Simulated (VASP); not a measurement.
Input of a VASP 6.6.1 run:

File INCAR:

```
SYSTEM = ZnSb2C
PREC = Accurate ; ENCUT = 520
EDIFF = 1E-7 ; ISMEAR = 1
SIGMA = 0.05 ; LREAL = .FALSE.
LASPH = .TRUE. ; NELM = 100
ALGO = Normal ; ISIF = 2
LWAVE = .FALSE. ; LCHARG = .TRUE.
GGA = PS ; LELF = .TRUE.
LVHAR = .TRUE. ; NBANDS = 21
```

File KPOINTS:

```
regular mesh
0
G
  4 4 4
  0 0 0
```

Contents of POSCAR:

```
ZnSb2C
1.0
    3.8273790815      0.0000000000      0.0000000000
    0.0000000000      3.8273790815      0.0000000000
    0.0000000000      0.0000000000      5.9708967051
Zn Sb C
1 2 1
Direct
    0.0000000000      0.0000000000      0.0000000000
    0.0000000000      0.5000000000      0.2909733445
    0.5000000000      0.0000000000      0.7090266555
    0.5000000000      0.5000000000      0.5000000000
```

Potentials or basis: VASP PAW PBE potentials, release 64 (Zn, Sb, C).

Run with:

```sh
$ cat potpaw_PBE.64/Zn/POTCAR potpaw_PBE.64/Sb/POTCAR potpaw_PBE.64/C/POTCAR > POTCAR
$ mpirun -np 1 vasp_std > vasp.out
```

Q: Predict the band gap on the k mesh.

A: Zero (band 13 reaches 6.60 eV, above the bottom of band 14 at 5.76 eV).

Q: Predict the pressure.

A: -0.9 GPa.

Q: Predict the largest force.

A: 0.557 eV/Å.

Stress tensor (GPa, compression positive):
```
-1.16  0.00  0.00
 0.00 -1.16  0.00
 0.00  0.00 -0.31
```

Caveat: the k points lie up to 0.41 Å⁻¹ apart; the PAW data sets were made with another functional, which shifts forces and pressure a little; spin-orbit coupling is left out, which moves the levels of the heavy elements.
